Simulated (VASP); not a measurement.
## SnSe: single point with r2SCAN

The system is SnSe.

```
CELL_PARAMETERS angstrom
11.42000 0.00000 0.00000
0.00000 4.19000 0.00000
0.00000 0.00000 4.41540
ATOMIC_POSITIONS crystal
Sn 0.87700 0.75000 0.90900
Sn 0.62300 0.25000 0.40900
Sn 0.37700 0.75000 0.59100
Sn 0.12300 0.25000 0.09100
Se 0.64300 0.75000 0.98400
Se 0.85700 0.25000 0.48400
Se 0.14300 0.75000 0.51600
Se 0.35700 0.25000 0.02721
```

This cell differs from its parent crystal: last atom moved by 0.05 Å along z, cell strained by -1.0% along z.

```yaml
Program: VASP 6.6.1
Task: single point
Functional: r2SCAN
Potentials_or_basis: VASP PAW PBE potentials, release 64 (Sn_d, Se)
Cutoff: 620 eV
k_mesh: 3 × 8 × 8
Occupations: gaussian, width 0.03 eV
Spin: no spin polarisation
```

```yaml
Pressure: 1.8 GPa
Largest_force: 0.288 eV/Å
Band_gap_on_the_k_mesh: 0.98 eV (least direct gap 1.18 eV)
```

Forces in eV/Å, atoms in the order of the input:
```
Sn   0.188  0.000 -0.076
Sn  -0.172  0.000 -0.074
Sn   0.163  0.000  0.171
Sn  -0.180  0.000  0.075
Se  -0.086  0.000  0.115
Se   0.080  0.000  0.105
Se  -0.089  0.000 -0.045
Se   0.095  0.000 -0.271
```

Stress tensor (GPa, compression positive):
```
 3.36  0.00 -0.04
 0.00  0.89  0.00
-0.04  0.00  1.24
```

Levels at points of the mesh, in eV from the valence-band top:
```tsv
k point	band 38	band 39	band 40	band 41	band 42	band 43
(0.00, 0.00, 0.00)	-1.27	-0.78	-0.61	0.98	3.33	3.38
(0.00, 0.50, 0.00)	-0.98	-0.71	-0.69	1.16	1.23	1.76
(0.00, 0.00, 0.50)	-0.68	-0.23	-0.23	1.49	1.50	1.70
(0.00, 0.50, 0.50)	-2.37	-1.61	-1.58	3.13	3.17	3.41
```

Run time: 12 min on 8 MPI ranks on Intel(R) Xeon(R) Platinum 8259CL CPU @ 2.50GHz (Skylake/Cascade Lake), with other jobs on the host, peak memory 1 GiB a rank.

Caveat: the cell differs from its parent crystal (last atom moved by 0.05 Å along z, cell strained by -1.0% along z); the PAW data sets were made with another functional, which shifts forces and pressure a little; spin-orbit coupling is left out, which moves the levels of the heavy elements; an odd mesh through Γ misses points on the zone boundary, where band edges can lie.
